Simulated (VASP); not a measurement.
# ZrB2 (P6/mmm) in VASP: further runs

Aim: see how the results for ZrB2 move with the level of theory and the settings. Levels: PBE, revPBE+D3(BJ), LDA. Tasks: single point.

Program: VASP 6.6.1. These are calculated values, not measurements. Logs are shortened: lines on timing, memory, paths and dates and some standing lists are left out, and cuts for length are marked.

## 1. The cell of the first run

Symmetry: P6/mmm, No. 191, hexagonal system. The conventional cell has a = 3.170 Å, b = 3.170 Å, c = 3.533 Å, α = 90.00°, β = 90.00°, γ = 120.00°. Within 3.6 Å of Zr (site symmetry 6/mmm) lie 12 B at 2.54 Å and 8 Zr at 3.17 to 3.53 Å. Within 2.4 Å of B (site symmetry -6m2) lie 3 B at 1.83 Å.

## 2. Single point, PBE, non-collinear spin, zero start, spin-orbit coupling

File INCAR:

```
PREC     = Accurate       # precision mode
ENCUT    = 520            # plane-wave cutoff, eV
EDIFF    = 1E-6           # SCF threshold, eV
ISMEAR   = -1             # smearing method
SIGMA    = 0.05           # smearing width, eV
LREAL    = False          # projectors in reciprocal space
LASPH    = True           # aspherical terms in the spheres
NELM     = 150            # most SCF steps
ALGO     = Normal         # electronic algorithm
ISIF     = 2              # what is computed and relaxed
LWAVE    = False          # write WAVECAR
LCHARG   = False          # write CHGCAR
LNONCOLLINEAR= True           # non-collinear magnetism
MAGMOM   = 0 0 0 0 0 0 0 0 0 # initial moments
LORBIT   = 11             # projections on sites
LSORBIT  = True           # spin-orbit coupling
GGA_COMPAT= False        
LORBMOM  = True         
LMAXMIX  = 4              # l up to which the mixer works
GGA      = PE             # functional
NBANDS   = 31             # bands
```

File KPOINTS:

```
regular mesh
0
Gamma
  10 10 8
```

File POSCAR:

```
ZrB2
1.0
    3.1700000000      0.0000000000      0.0000000000
   -1.5850000000      2.7453005300      0.0000000000
    0.0000000000      0.0000000000      3.5330000000
Zr B
1 2
Direct
    0.0000000000      0.0000000000      0.0000000000
    0.6666666667      0.3333333333      0.5000000000
    0.3333333333      0.6666666667      0.5000000000
```

Potentials or basis: VASP PAW PBE potentials, release 64 (Zr_sv, B).

Command:

```bash
cat potpaw_PBE.64/Zr_sv/POTCAR potpaw_PBE.64/B/POTCAR > POTCAR
mpirun -np 1 vasp_ncl > vasp.out
```

OUTCAR:

```text
PREC = Accurate
   ENCUT = 520
   EDIFF = 1E-6
   ISMEAR = -1
   LREAL = False
   LASPH = True
   NELM = 150
   ISIF = 2
   LNONCOLLINEAR = True
   LORBIT = 11
   LSORBIT = True
   GGA = PE

 ion  position               nearest neighbor table
   1  0.000  0.000  0.000-   2 2.54   3 2.54   2 2.54   3 2.54   2 2.54   2 2.54   3 2.54   3 2.54
                             2 2.54   2 2.54   3 2.54   3 2.54
   2  0.667  0.333  0.500-   3 1.83   3 1.83   3 1.83   1 2.54   1 2.54   1 2.54   1 2.54   1 2.54
                             1 2.54
   3  0.333  0.667  0.500-   2 1.83   2 1.83   2 1.83   1 2.54   1 2.54   1 2.54   1 2.54   1 2.54
                             1 2.54

  LATTYP: Found a hexagonal cell.
 ALAT       =     3.1700000000
 C/A-ratio  =     1.1145110410

  Lattice vectors:

 A1 = (   3.1700000000,   0.0000000000,   0.0000000000)
 A2 = (  -1.5850000000,   2.7453005300,   0.0000000000)
 A3 = (   0.0000000000,   0.0000000000,   3.5330000000)

Analysis of symmetry for initial positions (statically):
=====================================================================
 Subroutine PRICEL returns:
 Original cell was already a primitive cell.

 Routine SETGRP: Setting up the symmetry group for a
 hexagonal supercell.

 Subroutine GETGRP returns: Found 24 space group operations
 (whereof 24 operations were pure point group operations)
 out of a pool of 24 trial point group operations.

The static configuration has the point symmetry D_6h.

Analysis of symmetry for dynamics (positions and initial velocities):
=====================================================================
 Subroutine PRICEL returns:
 Original cell was already a primitive cell.

 Routine SETGRP: Setting up the symmetry group for a
 hexagonal supercell.

 Subroutine GETGRP returns: Found 24 space group operations
 (whereof 24 operations were pure point group operations)
 out of a pool of 24 trial point group operations.

The dynamic configuration has the point symmetry D_6h.

Analysis of structural, dynamic, and magnetic symmetry:
=====================================================================
 Subroutine PRICEL returns:
 Original cell was already a primitive cell.

 Routine SETGRP: Setting up the symmetry group for a
 hexagonal supercell.

 Subroutine GETGRP returns: Found 24 space group operations
 (whereof 24 operations were pure point group operations)
 out of a pool of 24 trial point group operations.

The overall configuration has the point symmetry D_6h.

 Subroutine INISYM returns: Found 24 space group operations
 (whereof 24 operations are pure point group operations),
 and found     1 'primitive' translations

----------------------------------------------------------------------------------------

                                     Primitive cell

  volume of cell :      30.7463

  direct lattice vectors                    reciprocal lattice vectors
     3.170000000  0.000000000  0.000000000     0.315457413  0.182129422  0.000000000
    -1.585000000  2.745300530  0.000000000     0.000000000  0.364258845  0.000000000
     0.000000000  0.000000000  3.533000000     0.000000000  0.000000000  0.283045570

  length of vectors
     3.170000000  3.170000000  3.533000000     0.364258845  0.364258845  0.283045570

  position of ions in fractional coordinates (direct lattice)
     0.000000000  0.000000000  0.000000000
     0.666666667  0.333333333  0.500000000
     0.333333333  0.666666667  0.500000000

  ion indices of the primitive-cell ions
   primitive index   ion index
                 1           1
                 2           2
                 3           3

----------------------------------------------------------------------------------------

 KPOINTS: regular mesh

Automatic generation of k-mesh.
 Grid dimensions read from file:
 generate k-points for:   10   10    8

 Generating k-lattice:

[... 101 lines left out ...]

 number of electron      18.0000000 magnetization      -0.0000000      0.0000000     -0.0000000

 Free energy of the ion-electron system (eV)
  ---------------------------------------------------
  ext. energy  EPLUGINS =         0.00000000
  ---------------------------------------------------
  free energy    TOTEN  =       -25.04552886 eV

  energy without entropy =      -25.04269576  energy(sigma->0) =      -25.04411231

 E-fermi :  10.4386     XC(G=0): -12.4437

 val. band max:       10.4037058744   @ k =   0.2000   0.2000   0.1250
 cond. band min:      10.5958129590   @ k =   0.1000  -0.0000   0.5000
 fundamental gap:      0.1921070846
 Fermi energy:        10.4385709761

 k-point     1 :       0.0000    0.0000    0.0000
  band No.  band energies     occupation
      1     -38.1097      1.00000
      2     -38.1097      1.00000
      3     -17.1309      1.00000
      4     -17.1309      1.00000
      5     -15.5143      1.00000
      6     -15.5143      1.00000
[... 781 lines left out ...]
     29      18.8034      0.00000
     30      18.8034      0.00000

 [... further k-points ...]

 [bands above 30 left out]

------------------------ aborting loop because EDIFF is reached ----------------------------------------

  FORCE on cell =-STRESS in cart. coord.  units (eV):
  Direction    XX          YY          ZZ          XY          YZ          ZX
  --------------------------------------------------------------------------------------
  -------------------------------------------------------------------------------------
  Total        0.1035439      0.1035439      0.3287002      0.0000000      0.0000000      0.0000000
  in kB        5.3956298      5.3956298     17.1284370      0.0000000      0.0000000      0.0000000
  external PRESSURE =       9.3065655 kB  Pullay stress =       0.0000000 kB

 VOLUME and BASIS-vectors are now :
 -----------------------------------------------------------------------------
  energy-cutoff  :      520.00
  volume of cell :       30.75
      direct lattice vectors                 reciprocal lattice vectors
     3.170000000  0.000000000  0.000000000     0.315457413  0.182129422  0.000000000
    -1.585000000  2.745300530  0.000000000     0.000000000  0.364258845  0.000000000
     0.000000000  0.000000000  3.533000000     0.000000000  0.000000000  0.283045570

 POSITION                                       TOTAL-FORCE (eV/Angst)
 -----------------------------------------------------------------------------------
      0.00000      0.00000      0.00000        -0.000000      0.000000     -0.000000
      1.58500      0.91510      1.76650        -0.000000      0.000000      0.000000
     -0.00000      1.83020      1.76650         0.000000     -0.000000     -0.000000
 -----------------------------------------------------------------------------------
    total drift:                               -0.000000      0.000000     -0.000000

  FREE ENERGIE OF THE ION-ELECTRON SYSTEM (eV)
  ---------------------------------------------------
  free  energy   TOTEN  =       -25.0455288602 eV

  energy  without entropy=      -25.0426957636  energy(sigma->0) =      -25.04411231

 orbital moment (x)

 # of ion     p       d       tot
 ----------------------------------------
  1         0.000   0.000   0.000
  2         0.000   0.000   0.000
  3         0.000   0.000   0.000
 ----------------------------------------
            0.000   0.000   0.000

 orbital moment (y)

 # of ion     p       d       tot
 ----------------------------------------
  1        -0.000   0.000   0.000
  2        -0.000   0.000  -0.000
  3         0.000   0.000   0.000
 ----------------------------------------
           -0.000   0.000  -0.000

 orbital moment (z)

 # of ion     p       d       tot
 ----------------------------------------
  1         0.000   0.000   0.000
  2        -0.000   0.000  -0.000
  3        -0.000   0.000  -0.000
 ----------------------------------------
           -0.000   0.000  -0.000

 Spin-Orbit-Coupling matrix elements

 Ion:    1  E_soc:     -0.1393067
 l=   1
     0.0000000    -0.0225116    -0.0226175
    -0.0225116     0.0000000    -0.0225116
    -0.0226175    -0.0225116     0.0000000
 l=   2
     0.0000000    -0.0001309     0.0000000    -0.0001309    -0.0006520
    -0.0001309     0.0000000    -0.0003639    -0.0001094    -0.0001309
     0.0000000    -0.0003639     0.0000000    -0.0003639     0.0000000
    -0.0001309    -0.0001094    -0.0003639     0.0000000    -0.0001309
    -0.0006520    -0.0001309     0.0000000    -0.0001309     0.0000000
 l=   3
     0.0000000     0.0000000     0.0000000     0.0000000     0.0000000     0.0000000     0.0000000
     0.0000000     0.0000000     0.0000000     0.0000000     0.0000000     0.0000000     0.0000000
     0.0000000     0.0000000     0.0000000     0.0000000     0.0000000     0.0000000     0.0000000
     0.0000000     0.0000000     0.0000000     0.0000000     0.0000000     0.0000000     0.0000000
[... 29 lines left out ...]
 l=   2
     0.0000000     0.0000000     0.0000000     0.0000000     0.0000000
     0.0000000     0.0000000     0.0000000     0.0000000     0.0000000
     0.0000000     0.0000000     0.0000000     0.0000000     0.0000000
     0.0000000     0.0000000     0.0000000     0.0000000     0.0000000
     0.0000000     0.0000000     0.0000000     0.0000000     0.0000000
 l=   3
     0.0000000     0.0000000     0.0000000     0.0000000     0.0000000     0.0000000     0.0000000
     0.0000000     0.0000000     0.0000000     0.0000000     0.0000000     0.0000000     0.0000000
     0.0000000     0.0000000     0.0000000     0.0000000     0.0000000     0.0000000     0.0000000
     0.0000000     0.0000000     0.0000000     0.0000000     0.0000000     0.0000000     0.0000000
     0.0000000     0.0000000     0.0000000     0.0000000     0.0000000     0.0000000     0.0000000
     0.0000000     0.0000000     0.0000000     0.0000000     0.0000000     0.0000000     0.0000000
     0.0000000     0.0000000     0.0000000     0.0000000     0.0000000     0.0000000     0.0000000

 total charge

# of ion       s       p       d       tot
------------------------------------------
    1        2.168   6.031   1.769   9.968
    2        0.665   1.241   0.000   1.905
    3        0.665   1.241   0.000   1.905
--------------------------------------------------
tot          3.498   8.512   1.769  13.779

 magnetization (x)

# of ion       s       p       d       tot
------------------------------------------
    1        0.000   0.000   0.000   0.000
    2        0.000   0.000   0.000   0.000
    3        0.000   0.000   0.000   0.000
--------------------------------------------------
tot          0.000   0.000   0.000   0.000

 magnetization (y)

# of ion       s       p       d       tot
------------------------------------------
    1        0.000  -0.000   0.000  -0.000
    2        0.000   0.000   0.000   0.000
    3        0.000   0.000   0.000   0.000
--------------------------------------------------
tot          0.000  -0.000   0.000  -0.000

 magnetization (z)

# of ion       s       p       d       tot
------------------------------------------
    1        0.000   0.000   0.000   0.000
    2        0.000   0.000   0.000   0.000
    3        0.000   0.000   0.000   0.000
--------------------------------------------------
tot          0.000   0.000   0.000   0.000
```

Wall time 55 s (1 thread of Intel Xeon 6975P-C (Granite Rapids), shared host); peak memory 0.27 GiB.

Results:

| Quantity | Value |
| --- | --- |
| Free energy | -25.0455 eV |
| Pressure | 0.9 GPa |
| Net moment | 0.00 μB per cell |
| Valence electrons inside the program's atomic spheres | Zr 9.97; B 1.91 |

Moments on the atoms (μB; x, y, z):
```
Zr  0.00 0.00 0.00
B   0.00 0.00 0.00
B   0.00 0.00 0.00
```

## 3. Single point, revPBE+D3(BJ)

This run uses another cell than the first one, of 9.63 Å³/atom.

File INCAR:

```
PREC = Accurate ; ENCUT = 520
EDIFF = 1E-6 ; ISMEAR = -1
SIGMA = 0.05 ; LREAL = F
LASPH = T ; NELM = 60
ALGO = Normal ; ISIF = 2
LWAVE = F ; LCHARG = F
GGA = RE ; IVDW = 12
NBANDS = 16
```

File KPOINTS:

```
Automatic mesh
0
Gamma
  10 10 8
```

File POSCAR:

```
ZrB2
1.0
    3.1052879646      0.0000000000      0.0000000000
   -1.5526439823      2.6892582634      0.0000000000
    0.0000000000      0.0000000000      3.4608777221
Zr B
1 2
Direct
    0.0000000000      0.0000000000      0.0000000000
    0.6666666667      0.3333333333      0.5000000000
    0.3333333333      0.6666666667      0.5000000000
```

Potentials or basis: VASP PAW PBE potentials, release 64 (Zr_sv, B).

Command:

```bash
cat potpaw_PBE.64/Zr_sv/POTCAR potpaw_PBE.64/B/POTCAR > POTCAR
mpirun -np 1 vasp_std > vasp.out
```

It took 24 s on 1 thread of Intel Xeon 8259CL, shared host; peak memory 0.18 GiB.

Results (log left out):

```
Free energy                : -26.3358 eV
Pressure                   : 7.3 GPa
Band gap on the k mesh     : zero (bands 9 and 10 overlap by 0.87 eV)
Dispersion energy per atom : -0.787 eV
```

Stress tensor (GPa, compression positive):
```
7.13 0.00 0.00
0.00 7.13 0.00
0.00 0.00 7.65
```

Levels at points of the mesh, in eV from the Fermi level:
```tsv
k point	band 6	band 7	band 8	band 9	band 10	band 11	band 12	band 13
(0.00, 0.00, 0.00)	-2.65	-2.65	-2.63	-2.21	3.79	3.79	4.61	4.61
(0.50, 0.00, 0.00)	-8.47	-4.02	-3.02	-2.77	2.46	2.58	5.43	5.54
(0.00, 0.00, 0.50)	-7.03	-0.88	-0.88	0.45	0.45	0.93	0.93	2.09
(0.50, 0.00, 0.50)	-6.98	-4.73	-4.24	-1.76	4.18	4.48	5.84	6.91
```

Caveat: the cell stands under pressure; the PAW data sets were made with another functional, which shifts forces and pressure a little.

## 4. Single point, LDA

This run uses another cell than the first one, of 9.89 Å³/atom.

File INCAR:

```
PREC     = Accurate       # precision mode
ENCUT    = 520            # plane-wave cutoff, eV
EDIFF    = 1E-7           # SCF threshold, eV
ISMEAR   = -1             # smearing method
SIGMA    = 0.05           # smearing width, eV
LREAL    = F              # projectors in reciprocal space
LASPH    = T              # aspherical terms in the spheres
NELM     = 100            # most SCF steps
ALGO     = Normal         # electronic algorithm
ISIF     = 2              # what is computed and relaxed
LWAVE    = F              # write WAVECAR
LCHARG   = T              # write CHGCAR
LELF     = T              # ELF
LVHAR    = T            
NBANDS   = 16             # bands
```

KPOINTS is that of step 3.

File POSCAR:

```
ZrB2
1.0
    3.1316317754      0.0000000000      0.0000000000
   -1.5658158877      2.7120726728      0.0000000000
    0.0000000000      0.0000000000      3.4920594258
Zr B
1 2
Direct
    0.0000000000      0.0000000000      0.0000000000
    0.6666666667      0.3333333333      0.5000000000
    0.3333333333      0.6666666667      0.5000000000
```

Potentials or basis: VASP PAW LDA potentials, release 64 (Zr_sv, B).

Command:

```bash
cat potpaw_LDA.64/Zr_sv/POTCAR potpaw_LDA.64/B/POTCAR > POTCAR
mpirun -np 1 vasp_std > vasp.out
```

Wall time 28 s (1 thread of Intel Xeon 8259CL, shared host); peak memory 0.15 GiB.

The run converged. Its results:

| Quantity | Value |
| --- | --- |
| Free energy | -27.4796 eV |
| Pressure | 0.5 GPa |
| Band gap on the k mesh | zero (bands 9 and 10 overlap by 0.85 eV) |

Levels at points of the mesh, in eV from the Fermi level:
| k point | band 7 | band 8 | band 9 | band 10 | band 11 | band 12 |
| --- | --- | --- | --- | --- | --- | --- |
| (0.00, 0.00, 0.00) | -2.59 | -2.57 | -2.17 | 3.64 | 3.64 | 4.43 |
| (0.50, 0.00, 0.00) | -3.91 | -2.96 | -2.68 | 2.42 | 2.49 | 5.25 |
| (0.00, 0.00, 0.50) | -0.86 | -0.86 | 0.44 | 0.44 | 0.89 | 0.89 |
| (0.50, 0.00, 0.50) | -4.61 | -4.13 | -1.75 | 3.99 | 4.48 | 5.65 |

(Part 1 of 2 ends here.)
